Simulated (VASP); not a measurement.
# GaN (F-43m) in VASP: further runs

Runs on GaN. Level: PBE. Tasks: single point.

All numbers are computed with VASP 6.6.1; they aren't measurements. Logs are shortened: lines on timing, memory, paths and dates and some standing lists are left out, and cuts for length are marked.

### Step 1. The cell of the first run

Symmetry: F-43m, No. 216, cubic system. The conventional cell has a = 4.415 Å, b = 4.415 Å, c = 4.415 Å, α = 90.00°, β = 90.00°, γ = 90.00°. Ga (site symmetry -43m) has 4 N at 1.91 Å within 2.5 Å. Within 2.5 Å of N (site symmetry -43m) lie 4 Ga at 1.91 Å.

### Step 2. Single point, PBE (volume scaled by 0.94)

Contents of INCAR:

```
PREC = Accurate
ENCUT = 520
EDIFF = 1E-7
ISMEAR = -1
SIGMA = 0.05
LREAL = False
LASPH = True
NELM = 80
ALGO = Normal
ISIF = 2
LWAVE = False
LCHARG = False
GGA = PE
NBANDS = 16
```

Contents of KPOINTS:

```
regular mesh
0
Gamma
  10 10 10
```

Contents of POSCAR:

```
GaN
1.0
    0.0000000000      2.2074978911      2.2074978911
    2.2074978911      0.0000000000      2.2074978911
    2.2074978911      2.2074978911      0.0000000000
Ga N
1 1
Direct
    0.0000000000      0.0000000000      0.0000000000
    0.2500000000      0.2500000000      0.2500000000
```

Potentials or basis: VASP PAW PBE potentials, release 64 (Ga_d, N).

Launch:

```
cat potpaw_PBE.64/Ga_d/POTCAR potpaw_PBE.64/N/POTCAR > POTCAR
mpirun -np 1 vasp_std > vasp.out
```

OUTCAR:

```text
PREC = Accurate
   ENCUT = 520
   EDIFF = 1E-7
   ISMEAR = -1
   LREAL = False
   LASPH = True
   NELM = 80
   ISIF = 2
   GGA = PE

 ion  position               nearest neighbor table
   1  0.000  0.000  0.000-   2 1.91   2 1.91   2 1.91   2 1.91
   2  0.250  0.250  0.250-   1 1.91   1 1.91   1 1.91   1 1.91

  LATTYP: Found a face centered cubic cell.
 ALAT       =     4.4149957822

  Lattice vectors:

 A1 = (   0.0000000000,   2.2074978911,   2.2074978911)
 A2 = (   2.2074978911,   0.0000000000,   2.2074978911)
 A3 = (   2.2074978911,   2.2074978911,   0.0000000000)

Analysis of symmetry for initial positions (statically):
=====================================================================
 Subroutine PRICEL returns:
 Original cell was already a primitive cell.

 Routine SETGRP: Setting up the symmetry group for a
 face centered cubic supercell.

 Subroutine GETGRP returns: Found 24 space group operations
 (whereof 24 operations were pure point group operations)
 out of a pool of 48 trial point group operations.

The static configuration has the point symmetry T_d .

Analysis of symmetry for dynamics (positions and initial velocities):
=====================================================================
 Subroutine PRICEL returns:
 Original cell was already a primitive cell.

 Routine SETGRP: Setting up the symmetry group for a
 face centered cubic supercell.

 Subroutine GETGRP returns: Found 24 space group operations
 (whereof 24 operations were pure point group operations)
 out of a pool of 48 trial point group operations.

The dynamic configuration has the point symmetry T_d .

 Subroutine INISYM returns: Found 24 space group operations
 (whereof 24 operations are pure point group operations),
 and found     1 'primitive' translations

----------------------------------------------------------------------------------------

                                     Primitive cell

  volume of cell :      21.5145

  direct lattice vectors                    reciprocal lattice vectors
     0.000000000  2.207497891  2.207497891    -0.226500783  0.226500783  0.226500783
     2.207497891  0.000000000  2.207497891     0.226500783 -0.226500783  0.226500783
     2.207497891  2.207497891  0.000000000     0.226500783  0.226500783 -0.226500783

  length of vectors
     3.121873457  3.121873457  3.121873457     0.392310863  0.392310863  0.392310863

  position of ions in fractional coordinates (direct lattice)
     0.000000000  0.000000000  0.000000000
     0.250000000  0.250000000  0.250000000

  ion indices of the primitive-cell ions
   primitive index   ion index
                 1           1
                 2           2

----------------------------------------------------------------------------------------

 KPOINTS: regular mesh

Automatic generation of k-mesh.
 Grid dimensions read from file:
 generate k-points for:   10   10   10

 Generating k-lattice:

  Cartesian coordinates                     Fractional coordinates (reciprocal lattice)
    -0.022650078  0.022650078  0.022650078     0.100000000  0.000000000  0.000000000
     0.022650078 -0.022650078  0.022650078     0.000000000  0.100000000  0.000000000
     0.022650078  0.022650078 -0.022650078     0.000000000  0.000000000  0.100000000

  Length of vectors
     0.039231086  0.039231086  0.039231086

  Shift w.r.t. Gamma in fractional coordinates (k-lattice)
     0.000000000  0.000000000  0.000000000

 Subroutine IBZKPT returns following result:
 ===========================================

 Found     47 irreducible k-points:

 Following reciprocal coordinates:
            Coordinates               Weight
  0.000000  0.000000  0.000000      1.000000
  0.100000  0.000000  0.000000      8.000000
  0.200000  0.000000  0.000000      8.000000
  0.300000  0.000000  0.000000      8.000000
  0.400000  0.000000  0.000000      8.000000
  0.500000  0.000000  0.000000      4.000000
[... 16 lines left out ...]
  0.300000  0.300000  0.000000      6.000000
  0.400000  0.300000  0.000000     24.000000
 [... further k-points ...]
   k-points           NKPTS =     47   k-points in BZ     NKDIM =     47   number of bands    NBANDS=     16
   number of dos      NEDOS =    301   number of ions     NIONS =      2
   total plane-waves  NPLWV =  13824
   dimension x,y,z NGX =    24 NGY =   24 NGZ =   24
   dimension x,y,z NGXF=    48 NGYF=   48 NGZF=   48
   ions per type =               1   1
   NGX,Y,Z   is equivalent  to a cutoff of  12.78, 12.78, 12.78 a.u.
   NGXF,Y,Z  is equivalent  to a cutoff of  25.56, 25.56, 25.56 a.u.
 SYSTEM =  unknown system
   PREC   = accura    normal or accurate (medium, high low for compatibility)
   ISTART =      0    job   : 0-new  1-cont  2-samecut
   ICHARG =      2    charge: 1-file 2-atom 10-const
   ISPIN  =      1    spin polarized calculation?
   LNONCOLLINEAR =      F non collinear calculations
   LSORBIT =      F    spin-orbit coupling
   LASPH  =      T    aspherical Exc in radial PAW
   ENCUT  =  520.0 eV  38.22 Ry    6.18 a.u.   5.80  5.80  5.80*2*pi/ulx,y,z
   NELM   =     80;   NELMIN=  2; NELMDL= -5     # of ELM steps
   EDIFF  = 0.1E-06   stopping-criterion for ELM
   LREAL  =      F    real-space projection
   EDIFFG = 0.1E-05   stopping-criterion for IOM
   NSW    =      0    number of steps for IOM
   IBRION =     -1    ionic relax: 0-MD 1-quasi-New 2-CG
   NFREE  =      0    steps in history (QN), initial steepest desc. (CG)
   ISIF   =      2    stress and relaxation
   ISYM   =      2    0-nonsym 1-usesym 2-fastsym
   POTIM  = 0.5000    time-step for ionic-motion
   TEBEG  =    0.0;   TEEND  =   0.0 temperature during run
   PSTRESS=    0.0 pullay stress
   NELECT =      18.0000    total number of electrons
   NUPDOWN=      -1.0000    fix difference up-down
   EMIN   =  10.00;   EMAX   =-10.00  energy-range for DOS
   EFERMI =   0.00;   METHOD = LEGACY
   ISMEAR =    -1;   SIGMA  =   0.05  broadening in eV -4-tet -1-fermi 0-gaus
   EFERMI_NEDOS =   21; number of points for ismear=-14 and -15
   IALGO  =     38    algorithm
   IMIX   =      4    mixing-type and parameters
     AMIX     =   0.40;   BMIX     =  1.00
     AMIX_MAG =   1.60;   BMIX_MAG =  1.00
  volume/ion in A,a.u.               =      10.76        72.59
  Fermi-wavevector in a.u.,A,eV,Ry     =   1.542607  2.915105 32.376929  2.379637
  Thomas-Fermi vector in A             =   2.648388
   LORBIT       =      0    0 simple, 1 ext, 2 COOP (PROOUT), +10 PAW based schemes
   GGA     = PE    functional components
   LHFCALC =     F    Hartree Fock is set to
   AEXX    =    0.0000 exact exchange contribution
   IVDW    =     0    specifies the selected vdW correction
   LEPSILON=     F    determine dielectric tensor
   LRPA    =     F    only Hartree local field effects (RPA)
 non-spin polarized calculation
  energy-cutoff  :      520.00
  volume of cell :       21.51
 maximum number of plane-waves:       589
   NGX = 11   NGY = 11   NGZ = 11

 number of electron      18.0000008 magnetization

 Free energy of the ion-electron system (eV)
  ---------------------------------------------------
  ext. energy  EPLUGINS =         0.00000000
  ---------------------------------------------------
  free energy    TOTEN  =       -12.04377243 eV

  energy without entropy =      -12.04377243  energy(sigma->0) =      -12.04377243

 E-fermi :   6.9640     XC(G=0): -12.0019

 val. band max:        5.9783059493   @ k =   0.0000   0.0000   0.0000
 cond. band min:       8.1028364780   @ k =   0.0000   0.0000   0.0000
 fundamental gap:      2.1245305286
 Fermi energy:         6.9639727736

 k-point     1 :       0.0000    0.0000    0.0000
  band No.  band energies     occupation
      1     -10.5054      2.00000
      2      -7.5311      2.00000
      3      -7.5311      2.00000
      4      -7.5311      2.00000
      5      -7.1432      2.00000
      6      -7.1432      2.00000
[... 8 lines left out ...]
     15      25.3076      0.00000
     16      25.3076      0.00000

 k-point     2 :       0.1000    0.0000    0.0000
  band No.  band energies     occupation
      1     -10.3813      2.00000
      2      -7.5148      2.00000
      3      -7.5148      2.00000
      4      -7.4965      2.00000
      5      -7.1448      2.00000
      6      -7.1448      2.00000
[... 8 lines left out ...]
     15      23.9621      0.00000
     16      24.0429      0.00000

 k-point     3 :       0.2000    0.0000    0.0000
  band No.  band energies     occupation
      1     -10.0607      2.00000
      2      -7.4770      2.00000
      3      -7.4770      2.00000
      4      -7.3452      2.00000
      5      -7.1437      2.00000
      6      -7.1437      2.00000
[... 8 lines left out ...]
     15      23.1757      0.00000
     16      23.1757      0.00000

 k-point     4 :       0.3000    0.0000    0.0000
  band No.  band energies     occupation
      1      -9.6991      2.00000
      2      -7.4433      2.00000
      3      -7.4433      2.00000
      4      -7.1278      2.00000
      5      -7.1278      2.00000
      6      -6.9548      2.00000
[... 8 lines left out ...]
     15      23.7371      0.00000
     16      23.7371      0.00000

 k-point     5 :       0.4000    0.0000    0.0000
  band No.  band energies     occupation
      1      -9.4656      2.00000
      2      -7.4287      2.00000
      3      -7.4287      2.00000
      4      -7.1010      2.00000
      5      -7.1010      2.00000
      6      -6.3079      2.00000
[... 8 lines left out ...]
     15      25.2797      0.00000
     16      25.2797      0.00000

 k-point     6 :       0.5000    0.0000    0.0000
  band No.  band energies     occupation
      1      -9.3943      2.00000
      2      -7.4260      2.00000
      3      -7.4260      2.00000
      4      -7.0876      2.00000
      5      -7.0876      2.00000
      6      -5.8953      2.00000
[... 8 lines left out ...]
     15      26.4027      0.00000
     16      26.4027      0.00000

 k-point     7 :       0.1000    0.1000    0.0000
  band No.  band energies     occupation
      1     -10.3402      2.00000
      2      -7.5034      2.00000
      3      -7.5004      2.00000
      4      -7.5004      2.00000
      5      -7.1560      2.00000
      6      -7.1345      2.00000
[... 8 lines left out ...]
     15      25.9056      0.00000
     16      26.0461      0.00000

 k-point     8 :       0.2000    0.1000    0.0000
  band No.  band energies     occupation
      1     -10.0861      2.00000
      2      -7.4793      2.00000
      3      -7.4613      2.00000
      4      -7.3964      2.00000
      5      -7.1579      2.00000
      6      -7.1259      2.00000
[... 8 lines left out ...]
     15      25.1531      0.00000
     16      25.2115      0.00000

 k-point     9 :       0.3000    0.1000    0.0000
  band No.  band energies     occupation
      1      -9.7411      2.00000
      2      -7.4472      2.00000
      3      -7.4226      2.00000
      4      -7.2190      2.00000
      5      -7.1111      2.00000
      6      -7.0137      2.00000
[... 8 lines left out ...]
     15      24.2860      0.00000
     16      25.2222      0.00000
[... 172 lines left out ...]
 k-point    19 :       0.5000    0.2000    0.0000
  band No.  band energies     occupation
      1      -9.3010      2.00000
      2      -7.4100      2.00000
      3      -7.3331      2.00000
      4      -7.1985      2.00000
      5      -7.0828      2.00000
      6      -5.7994      2.00000
[... 8 lines left out ...]
     15      26.9282      0.00000
     16      27.3887      0.00000

 k-point    20 :      -0.4000    0.2000    0.0000
  band No.  band energies     occupation
      1      -9.2901      2.00000
      2      -7.4150      2.00000
      3      -7.3405      2.00000
      4      -7.1608      2.00000
      5      -7.1119      2.00000
      6      -5.6517      2.00000
[... 8 lines left out ...]
     15      25.2564      0.00000
     16      26.9689      0.00000

 k-point    21 :      -0.3000    0.2000    0.0000
  band No.  band energies     occupation
      1      -9.3811      2.00000
      2      -7.4161      2.00000
      3      -7.3623      2.00000
      4      -7.1544      2.00000
      5      -7.1521      2.00000
      6      -6.1717      2.00000
[... 8 lines left out ...]
     15      23.9992      0.00000
     16      27.3512      0.00000

 k-point    22 :      -0.2000    0.2000    0.0000
  band No.  band energies     occupation
      1      -9.5871      2.00000
      2      -7.4249      2.00000
      3      -7.4063      2.00000
      4      -7.1746      2.00000
      5      -7.1707      2.00000
      6      -6.7567      2.00000
[... 8 lines left out ...]
     15      24.0102      0.00000
     16      27.3103      0.00000

 k-point    23 :       0.3000    0.3000    0.0000
  band No.  band energies     occupation
      1      -9.4786      2.00000
      2      -7.3749      2.00000
      3      -7.3036      2.00000
      4      -7.3036      2.00000
      5      -7.0835      2.00000
      6      -6.7610      2.00000
[... 8 lines left out ...]
     15      28.6241      0.00000
     16      29.4940      0.00000

 k-point    24 :       0.4000    0.3000    0.0000
  band No.  band energies     occupation
      1      -9.3200      2.00000
      2      -7.3903      2.00000
      3      -7.2628      2.00000
      4      -7.2613      2.00000
      5      -7.0715      2.00000
      6      -6.2941      2.00000
[... 8 lines left out ...]
     15      29.0867      0.00000
     16      29.3194      0.00000

 [... further k-points ...]
[... 5 lines left out ...]
  --------------------------------------------------------------------------------------
  -------------------------------------------------------------------------------------
  Total        2.5043208      2.5043208      2.5043208     -0.0000000     -0.0000000     -0.0000000
  in kB      186.4960611    186.4960611    186.4960611     -0.0000000     -0.0000000     -0.0000000
  external PRESSURE =     186.4960611 kB  Pullay stress =       0.0000000 kB

 VOLUME and BASIS-vectors are now :
 -----------------------------------------------------------------------------
  energy-cutoff  :      520.00
  volume of cell :       21.51
      direct lattice vectors                 reciprocal lattice vectors
     0.000000000  2.207497891  2.207497891    -0.226500783  0.226500783  0.226500783
     2.207497891  0.000000000  2.207497891     0.226500783 -0.226500783  0.226500783
     2.207497891  2.207497891  0.000000000     0.226500783  0.226500783 -0.226500783

 POSITION                                       TOTAL-FORCE (eV/Angst)
 -----------------------------------------------------------------------------------
      0.00000      0.00000      0.00000         0.000000      0.000000      0.000000
      1.10375      1.10375      1.10375        -0.000000     -0.000000     -0.000000
 -----------------------------------------------------------------------------------
    total drift:                                0.000002      0.000002      0.000001

  FREE ENERGIE OF THE ION-ELECTRON SYSTEM (eV)
  ---------------------------------------------------
  free  energy   TOTEN  =       -12.0437724308 eV

  energy  without entropy=      -12.0437724307  energy(sigma->0) =      -12.04377243
```

Run time: 9.6 s. Hardware: 1 thread of AMD EPYC 9R45 (Zen 5), shared host; peak memory 0.11 GiB.

What came out:

* Free energy: -12.0438 eV
* Pressure: 18.6 GPa
* Band gap on the k mesh: 2.12 eV, direct

Levels at points of the mesh, in eV from the valence-band top:
```tsv
k point	band 6	band 7	band 8	band 9	band 10	band 11	band 12	band 13
(0.00, 0.00, 0.00)	-13.12	0.00	0.00	0.00	2.12	10.69	10.69	10.69
(0.50, 0.00, 0.00)	-11.87	-7.46	-1.05	-1.05	5.07	9.04	10.69	10.69
(0.50, 0.50, 0.00)	-11.46	-6.38	-2.93	-2.93	3.37	7.03	12.16	14.63
```

(Continued in part 2 of 3.)
